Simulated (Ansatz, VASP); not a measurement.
Two plane-wave programs on Sb

```xyz
1
Lattice="-1.5981 1.5981 2.6391 1.5981 -1.5981 2.6391 1.5981 1.5981 -2.6391" Properties=species:S:1:pos:R:3 pbc="T T T"
Sb    0.0000    0.0000    0.0000
```

Alike in both runs: task single point; functional PBE; k mesh 24 × 24 × 24; occupations gaussian, width 0.15 eV; no spin polarisation.

|  | VASP | Ansatz |
| --- | --- | --- |
| version | VASP 6.6.1 | Ansatz 0.2.0 |
| potentials or method | VASP PAW PBE potentials, release 64 (Sb), cutoff 520 eV | scalar-relativistic, plane waves, PAW |
| valence electrons in the cell | 5 | 15 |

|  | VASP | Ansatz | Ansatz less VASP |
| --- | --- | --- | --- |
| gap on the k mesh at the Fermi level (eV) | none | none | - |
| pressure (GPa) | 1.4 | 1.5 | +0.12 |
| traceless stress, the component that is largest in VASP (GPa) | 0.36 | 0.37 | +0.013 |

A gap of «none» marks a metal or a gap that the smearing closes. VASP's potentials hold 5 valence electrons a cell and Ansatz's 15, so a difference there can come from the potentials and not from the codes.

Spin-orbit coupling is off throughout.
